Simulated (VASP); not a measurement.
A run of VASP 6.6.1 is set up as follows.

Contents of INCAR:

```
SYSTEM = W
ALGO = Fast ; EDIFF = 1E-6
ENCUT = 520 ; GGA = PE
ISIF = 2 ; ISMEAR = 0
LASPH = .True. ; LCHARG = .False.
LREAL = .False. ; LWAVE = .False.
NBANDS = 13 ; NELM = 60
PREC = Accurate ; SIGMA = 0.02
```

Contents of KPOINTS:

```
k-points
0
Gamma
  11 11 11
  0 0 0
```

File POSCAR:

```
W
1.0
    0.0000000000      2.0300000000      2.0300000000
    2.0300000000      0.0000000000      2.0300000000
    2.0300000000      2.0300000000      0.0000000000
W
1
Direct
    0.0000000000      0.0000000000      0.0000000000
```

Potentials or basis: VASP PAW PBE potentials, release 64 (W_sv).

The run is started by

```sh
$ cat potpaw_PBE.64/W_sv/POTCAR > POTCAR
$ mpirun -np 1 vasp_std > vasp.out
```

Problem. Estimate the band gap on the k mesh.

Solution. Zero (band 7 reaches 12.79 eV, above the bottom of band 8 at 9.69 eV).

Problem. Estimate the pressure.

Solution. -4.6 GPa.

Caveat: spin-orbit coupling is left out, which moves the levels of the heavy elements.
